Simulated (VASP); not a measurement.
TiB2: single point with PBE

TiB2:

```
Ti B
1.0
    -1.51602   -2.62583    0.00000
     1.51602   -2.62583    0.00000
    -0.15160   -0.26258   11.17026
Ti B
3 6
Cartesian
  0.0000 0.0000 8.8642
  0.0000 0.0000 2.4174
  0.0000 0.0000 5.6408
  0.0000 -3.5011 0.8057
  0.0000 -3.5011 4.0291
  0.0000 -3.5011 7.2525
  0.0000 -1.7506 0.8057
  0.0000 -1.7506 4.0291
  0.0000 -1.7506 7.2525
```

```json
{
  "Program": "VASP 6.6.1",
  "Task": "single point",
  "Functional": "PBE",
  "Potentials or basis": "VASP PAW PBE potentials, release 64 (Ti_sv, B)",
  "Cutoff": "520 eV",
  "k mesh": "15 × 15 × 4",
  "Occupations": "gaussian, width 0.15 eV",
  "Spin": "no spin polarisation"
}
```

```yaml
Pressure: -5.6 GPa
Largest_force: 1.001 eV/Å
Band_gap_on_the_k_mesh: zero (bands 27 and 28 overlap by 0.58 eV)
```

Forces on the atoms (eV/Å):
```
Ti  -0.031 -0.053  0.748
Ti   0.008  0.013 -1.001
Ti   0.000  0.000  0.020
B    0.023  0.019 -0.297
B   -0.001 -0.001  0.024
B   -0.002 -0.002  0.389
B    0.005  0.029 -0.297
B    0.000 -0.002  0.024
B   -0.001 -0.003  0.389
```

Stress tensor (GPa, compression positive):
```
 -1.74   0.05   0.25
  0.05  -1.69   0.44
  0.25   0.44 -13.47
```

Levels at points of the mesh, in eV from the Fermi level:
```tsv
k point	band 25	band 26	band 27	band 28	band 29	band 30
(0.00, 0.00, 0.00)	-0.28	0.13	0.17	0.17	0.93	0.93
(0.00, 0.00, 0.50)	-0.24	-0.06	0.16	0.16	0.95	0.96
```

It took 19 min on 1 thread of Intel(R) Xeon(R) Platinum 8488C (Sapphire Rapids) (shared host), peak memory 0.67 GiB.

Caveat: the cell stands under tension; forces of over 1 eV/Å act on the atoms, so gaps and moduli don't describe the material at rest.
